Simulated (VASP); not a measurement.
# Mg2C3 (C2/m) in VASP: notebook

The runs below take Mg2C3 through single point, with PBE-based screened hybrid with 25 % exact exchange.

Everything below comes from runs of VASP 6.6.1. Logs are shortened: lines on timing, memory, paths and dates and some standing lists are left out, and cuts for length are marked.

## (1) The cell of the first run

It takes space group C2/m (No. 12, monoclinic). Conventional cell: a = 4.813 Å, b = 4.685 Å, c = 5.024 Å, α = 90.00°, β = 104.35°, γ = 90.00°. Mg (site symmetry m) has 11 C at 2.24 to 3.45 Å and 9 Mg at 3.02 to 3.36 Å within 3.5 Å. C (site symmetry m) has 1 C at 1.33 Å within 1.8 Å. C (site symmetry 2/m) has 2 C at 1.33 Å within 1.8 Å.

## (2) Single point, PBE-based screened hybrid with 25 % exact exchange

Contents of POSCAR:

```
Mg2C3
1.0
    2.4063201191     -2.3426107354     -0.0056849748
    2.4063201191      2.3426107354     -0.0056849748
   -1.2337819514      0.0000000000      4.8699367886
Mg C
2 3
Direct
    0.8094807413      0.8094807413      0.1980806852
    0.1905192587      0.1905192587      0.8019193148
    0.3021865357      0.3021865357      0.2622175095
    0.6978134643      0.6978134643      0.7377824905
    0.5000000000      0.5000000000      0.5000000000
```

Contents of INCAR.step1:

```
  PREC = Accurate
  ENCUT = 620
  EDIFF = 1E-5
  ISMEAR = 0
  SIGMA = 0.05
  LREAL = F
  LASPH = T
  NELM = 120
  ALGO = Normal
  ISIF = 2
  LWAVE = T
  LCHARG = F
  GGA = PE
  NBANDS = 24
  GGA_COMPAT = F
```

Contents of INCAR.step2:

```
  PREC = Accurate
  ENCUT = 620
  EDIFF = 1E-6
  ISMEAR = 0
  SIGMA = 0.05
  LREAL = F
  LASPH = T
  NELM = 120
  ALGO = Normal
  ISIF = 2
  LWAVE = F
  LCHARG = F
  GGA = PE
  LHFCALC = T
  AEXX = 0.25
  HFSCREEN = 0.1
  PRECFOCK = Normal
  ISTART = 1
  NBANDS = 24
  GGA_COMPAT = F
```

Contents of KPOINTS:

```
Automatic mesh
0
Gamma
  4 4 4
```

Potentials or basis: VASP PAW PBE potentials, release 64 (Mg_sv, C).

On the command line:

```bash
cat potpaw_PBE.64/Mg_sv/POTCAR potpaw_PBE.64/C/POTCAR > POTCAR
cp INCAR.step1 INCAR
mpirun -np 1 vasp_std > vasp.out
cp INCAR.step2 INCAR
mpirun -np 1 vasp_std > vasp.out
```

OUTCAR:

```text
PREC = Accurate
   ENCUT = 620
   EDIFF = 1E-6
   ISMEAR = 0
   LREAL = F
   LASPH = T
   NELM = 120
   ISIF = 2
   GGA = PE
   LHFCALC = T
   AEXX = 0.25
   HFSCREEN = 0.1
   PRECFOCK = Normal
   ISTART = 1

 ion  position               nearest neighbor table
   1  0.809  0.809  0.198-
   2  0.191  0.191  0.802-
   3  0.302  0.302  0.262-   5 1.33
   4  0.698  0.698  0.738-   5 1.33
   5  0.500  0.500  0.500-   3 1.33   4 1.33

  LATTYP: Found a base centered monoclinic cell.
 ALAT       =     4.8126536690
 B/A-ratio  =     0.9735214277
 C/A-ratio  =     1.0438718335
 COS(beta)  =    -0.2478771794

  Lattice vectors:

 A1 = (   2.4063201191,  -2.3426107354,  -0.0056849748)
 A2 = (   2.4063201191,   2.3426107354,  -0.0056849748)
 A3 = (  -1.2337819514,   0.0000000000,   4.8699367886)

Analysis of symmetry for initial positions (statically):
=====================================================================
 Subroutine PRICEL returns:
 Original cell was already a primitive cell.

 Routine SETGRP: Setting up the symmetry group for a
 base centered monoclinic supercell.

 Subroutine GETGRP returns: Found  4 space group operations
 (whereof  4 operations were pure point group operations)
 out of a pool of  4 trial point group operations.

The static configuration has the point symmetry C_2h.

Analysis of symmetry for dynamics (positions and initial velocities):
=====================================================================
 Subroutine PRICEL returns:
 Original cell was already a primitive cell.

 Routine SETGRP: Setting up the symmetry group for a
 base centered monoclinic supercell.

 Subroutine GETGRP returns: Found  4 space group operations
 (whereof  4 operations were pure point group operations)
 out of a pool of  4 trial point group operations.

The dynamic configuration has the point symmetry C_2h.

 Subroutine INISYM returns: Found  4 space group operations
 (whereof  4 operations are pure point group operations),
[... 100 lines left out ...]
   NELM   =    120;   NELMIN=  2; NELMDL=  0     # of ELM steps
   EDIFF  = 0.1E-05   stopping-criterion for ELM
   LREAL  =      F    real-space projection
   EDIFFG = 0.1E-04   stopping-criterion for IOM
   NSW    =      0    number of steps for IOM
   IBRION =     -1    ionic relax: 0-MD 1-quasi-New 2-CG
   NFREE  =      0    steps in history (QN), initial steepest desc. (CG)
   ISIF   =      2    stress and relaxation
   ISYM   =      3    0-nonsym 1-usesym 2-fastsym
   POTIM  = 0.5000    time-step for ionic-motion
   TEBEG  =    0.0;   TEEND  =   0.0 temperature during run
   PSTRESS=    0.0 pullay stress
   NELECT =      32.0000    total number of electrons
   NUPDOWN=      -1.0000    fix difference up-down
   EMIN   =  10.00;   EMAX   =-10.00  energy-range for DOS
   EFERMI =   0.00;   METHOD = LEGACY
   ISMEAR =     0;   SIGMA  =   0.05  broadening in eV -4-tet -1-fermi 0-gaus
   EFERMI_NEDOS =   21; number of points for ismear=-14 and -15
   IALGO  =     38    algorithm
   IMIX   =      1    mixing-type and parameters
     AMIX     =   0.40;   BMIX     =  1.00
     AMIX_MAG =   1.60;   BMIX_MAG =  1.00
  volume/ion in A,a.u.               =      10.97        74.06
  Fermi-wavevector in a.u.,A,eV,Ry     =   1.367758  2.584688 25.453256  1.870762
  Thomas-Fermi vector in A             =   2.493782
   LORBIT       =      0    0 simple, 1 ext, 2 COOP (PROOUT), +10 PAW based schemes
   GGA     = PE    functional components
   LHFCALC =     T    Hartree Fock is set to
   PRECFOCK=normal    Normal, Fast or Accurate (Low or Medium for compatibility)
   ENCUT4O =  -1.0   cutoff for four orbital integrals eV
   NKREDX  =     1    reduce k-point grid by
   NKREDY  =     1    reduce k-point grid by
   NKREDZ  =     1    reduce k-point grid by
   AEXX    =    0.2500 exact exchange contribution
   HFSCREEN=    0.1000 screening length (either q_TF or 0.3 A-1)
   HFSCREENC=   0.1000 screening length for correlation (either q_TF or 0.3 A-1)
   ENCUTFOCK=  -1.0 apply spherical cutoff to Coloumb kernel
   IVDW    =     0    specifies the selected vdW correction
   LEPSILON=     F    determine dielectric tensor
   LRPA    =     F    only Hartree local field effects (RPA)
 non-spin polarized calculation
 Gauss-broadening in eV      SIGMA  =   0.05
  energy-cutoff  :      620.00
  volume of cell :       54.87
 maximum number of plane-waves:      1943
  NGX = 24; NGY = 24; NGZ = 32

 number of electron      31.9999995 magnetization

 Free energy of the ion-electron system (eV)
  ---------------------------------------------------
  ext. energy  EPLUGINS =         0.00000000
  ---------------------------------------------------
  free energy    TOTEN  =       -34.73081572 eV

  energy without entropy =      -34.73081572  energy(sigma->0) =      -34.73081572

 E-fermi :   4.2428     XC(G=0):  -8.5600

 val. band max:        3.8041278398   @ k =  -0.0000  -0.0000   0.5000
 cond. band min:       6.4896860994   @ k =   0.5000   0.5000   0.0000
 fundamental gap:      2.6855582596
 Fermi energy:         4.2428098977

 k-point     1 :       0.0000    0.0000    0.0000
  band No.  band energies     occupation
      1     -76.5272      2.00000
      2     -76.5225      2.00000
      3     -41.4680      2.00000
      4     -41.4405      2.00000
      5     -41.4281      2.00000
      6     -41.4154      2.00000
[... 637 lines left out ...]
     23      14.7704      0.00000
     24      15.8666      0.00000

------------------------ aborting loop because EDIFF is reached ----------------------------------------

  FORCE on cell =-STRESS in cart. coord.  units (eV):
  Direction    XX          YY          ZZ          XY          YZ          ZX
  --------------------------------------------------------------------------------------
  -------------------------------------------------------------------------------------
  Total       -0.9052621     -0.5757414     -1.8681486      0.0000000      0.0000000     -0.7816193
  in kB      -26.4324894    -16.8109106    -54.5475392      0.0000000      0.0000000    -22.8222795
  external PRESSURE =     -32.5969797 kB  Pullay stress =       0.0000000 kB

 VOLUME and BASIS-vectors are now :
 -----------------------------------------------------------------------------
  energy-cutoff  :      620.00
  volume of cell :       54.87
      direct lattice vectors                 reciprocal lattice vectors
     2.406320119 -2.342610735 -0.005684975     0.207910595 -0.213437082  0.052673443
     2.406320119  2.342610735 -0.005684975     0.207910595  0.213437082  0.052673443
    -1.233781951  0.000000000  4.869936789     0.000485413  0.000000000  0.205464452

 POSITION                                       TOTAL-FORCE (eV/Angst)
 -----------------------------------------------------------------------------------
      3.65135      0.00000      0.95544        -0.005632      0.000000      0.034309
     -0.07249      0.00000      3.90313         0.005632      0.000000     -0.034309
      1.13080      0.00000      1.27355         0.306056      0.000000      0.530128
      2.44806      0.00000      3.58502        -0.306056      0.000000     -0.530128
      1.78943      0.00000      2.42928        -0.000000      0.000000      0.000000
 -----------------------------------------------------------------------------------
    total drift:                                0.000000     -0.000001      0.000001

  FREE ENERGIE OF THE ION-ELECTRON SYSTEM (eV)
  ---------------------------------------------------
  free  energy   TOTEN  =       -34.7308157174 eV

  energy  without entropy=      -34.7308157174  energy(sigma->0) =      -34.73081572
```

OUTCAR.step1:

```text
PREC = Accurate
   ENCUT = 620
   EDIFF = 1E-5
   ISMEAR = 0
   LREAL = F
[... 880 lines left out ...]
     -0.07249      0.00000      3.90313         0.003808      0.000000     -0.022605
      1.13080      0.00000      1.27355        -0.030559      0.000000     -0.003073
      2.44806      0.00000      3.58502         0.030559      0.000000      0.003073
      1.78943      0.00000      2.42928         0.000000     -0.000000      0.000000
 -----------------------------------------------------------------------------------
    total drift:                                0.000000     -0.000000     -0.000000

  FREE ENERGIE OF THE ION-ELECTRON SYSTEM (eV)
  ---------------------------------------------------
  free  energy   TOTEN  =       -29.6745916382 eV

  energy  without entropy=      -29.6745916382  energy(sigma->0) =      -29.67459164
```

Wall time 65 min (1 thread of Intel Xeon Platinum 8259CL at 2.50GHz (Skylake/Cascade Lake), shared host); peak memory 0.32 GiB.

What came out:

| Quantity | Value |
| --- | --- |
| Free energy | -34.7308 eV |
| Pressure | -3.3 GPa |
| Largest force | 0.612 eV/Å |
| Band gap on the k mesh | 2.69 eV (least direct gap 3.43 eV) |

Forces in eV/Å, atoms in the order of the input:
```
Mg  -0.006  0.000  0.034
Mg   0.006  0.000 -0.034
C    0.306  0.000  0.530
C   -0.306  0.000 -0.530
C    0.000  0.000  0.000
```

Caveat: the k points lie up to 0.48 Å⁻¹ apart; the PAW data sets were made with another functional, which shifts forces and pressure a little.

## (3) Single point, PBE-based screened hybrid with 25 % exact exchange

POSCAR is that of step 2.

Contents of INCAR.step1:

```
SYSTEM = Mg2C3
PREC     = Accurate       ! precision mode
ENCUT    = 620            ! plane-wave cutoff, eV
EDIFF    = 1E-5           ! SCF threshold, eV
ISMEAR   = 0              ! smearing method
SIGMA    = 0.05           ! smearing width, eV
LREAL    = .False.        ! projectors in reciprocal space
LASPH    = .True.         ! aspherical terms in the spheres
NELM     = 120            ! most SCF steps
ALGO     = Normal         ! electronic algorithm
ISIF     = 2              ! what is computed and relaxed
LWAVE    = .True.         ! write WAVECAR
LCHARG   = .False.        ! write CHGCAR
GGA      = PE             ! functional
NBANDS   = 24             ! bands
GGA_COMPAT= .False.
```

Contents of INCAR.step2:

```
SYSTEM = Mg2C3
PREC     = Accurate       ! precision mode
ENCUT    = 620            ! plane-wave cutoff, eV
EDIFF    = 1E-6           ! SCF threshold, eV
ISMEAR   = 0              ! smearing method
SIGMA    = 0.05           ! smearing width, eV
LREAL    = .False.        ! projectors in reciprocal space
LASPH    = .True.         ! aspherical terms in the spheres
NELM     = 120            ! most SCF steps
ALGO     = Normal         ! electronic algorithm
ISIF     = 2              ! what is computed and relaxed
LWAVE    = .False.        ! write WAVECAR
LCHARG   = .False.        ! write CHGCAR
GGA      = PE             ! functional
LHFCALC  = .True.         ! exact exchange
AEXX     = 0.25           ! exact-exchange fraction
HFSCREEN = 0.4            ! screening, 1/A
PRECFOCK = Normal       
ISTART   = 1            
NBANDS   = 24             ! bands
GGA_COMPAT= .False.
```

Contents of KPOINTS:

```
regular mesh
0
Gamma
  4 4 4
  0 0 0
```

Potentials or basis: VASP PAW PBE potentials, release 64 (Mg_sv, C).

On the command line:

```bash
cat potpaw_PBE.64/Mg_sv/POTCAR potpaw_PBE.64/C/POTCAR > POTCAR
cp INCAR.step1 INCAR
mpirun -np 1 vasp_std > vasp.out
cp INCAR.step2 INCAR
mpirun -np 1 vasp_std > vasp.out
```

It took 87 min on 1 thread of Intel Xeon Platinum 8259CL at 2.50GHz (Skylake/Cascade Lake), shared host; peak memory 0.32 GiB.

Results (log left out):

```yaml
Free_energy: -32.6187 eV
Pressure: -2.6 GPa
Largest_force: 0.515 eV/Å
Band_gap_on_the_k_mesh: 2.06 eV (least direct gap 2.77 eV)
```

Forces in eV/Å, atoms in the order of the input:
```
Mg  -0.004  0.000  0.026
Mg   0.004  0.000 -0.026
C    0.255  0.000  0.447
C   -0.255  0.000 -0.447
C    0.000  0.000  0.000
```

Stress tensor (GPa, compression positive):
```
-1.96  0.00 -1.95
 0.00 -1.16  0.00
-1.95  0.00 -4.53
```

Levels at points of the mesh, in eV from the valence-band top:
```tsv
k point	band 12	band 13	band 14	band 15	band 16	band 17	band 18	band 19	band 20	band 21
(0.00, 0.00, 0.00)	-4.46	-3.69	-3.44	-1.53	-0.77	3.82	4.06	4.67	8.14	8.19
(0.50, 0.00, 0.00)	-5.83	-5.26	-3.52	-3.39	-0.15	3.50	5.17	6.80	7.30	8.53
(0.50, 0.50, 0.00)	-6.30	-6.03	-4.27	-2.60	-1.33	2.06	2.46	3.62	6.16	10.47
(0.00, 0.00, 0.50)	-4.96	-4.17	-3.89	-0.94	0.00	3.66	3.99	4.52	6.27	7.91
(0.50, 0.00, 0.50)	-7.08	-4.56	-3.51	-1.48	-0.24	2.53	4.43	6.35	7.28	7.82
(0.50, 0.50, 0.50)	-6.38	-5.80	-4.46	-3.19	-2.13	2.43	3.90	6.17	7.13	8.26
```

Caveat: the k points lie up to 0.48 Å⁻¹ apart; the PAW data sets were made with another functional, which shifts forces and pressure a little. A k mesh can miss the band edges.
